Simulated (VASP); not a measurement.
A run of VASP 6.6.1:

File INCAR:

```
PREC = Accurate
ENCUT = 520
EDIFF = 1E-7
ISMEAR = 0
SIGMA = 0.1
LREAL = False
LASPH = True
NELM = 80
ALGO = Fast
ISIF = 2
LWAVE = False
LCHARG = False
GGA = PE
NBANDS = 10
```

The input KPOINTS:

```
Automatic mesh
0
Gamma
  16 16 16
```

POSCAR

```
Li
1.0
    3.4324475723      0.0000000000      0.0000000000
    0.0000000000      3.4324475723      0.0000000000
    0.0000000000      0.0000000000      3.3981230966
Li
2
Direct
    0.0000000000      0.0000000000      0.0000000000
    0.5000000000      0.5000000000      0.5000000000
```

Potentials or basis: VASP PAW PBE potentials, release 64 (Li_sv).

Command:

```console
$ cat potpaw_PBE.64/Li_sv/POTCAR > POTCAR
$ mpirun -np 1 vasp_std > vasp.out
```

Hardware: 1 thread of Intel(R) Xeon(R) 6975P-C (Granite Rapids), on a shared host.

Problem. How long does it take, and how much memory?

Solution. It took 87 s on 1 thread of Intel(R) Xeon(R) 6975P-C (Granite Rapids), with other jobs on the host, peak memory 0.23 GiB. Counts: scf iterations 17, k points 405.
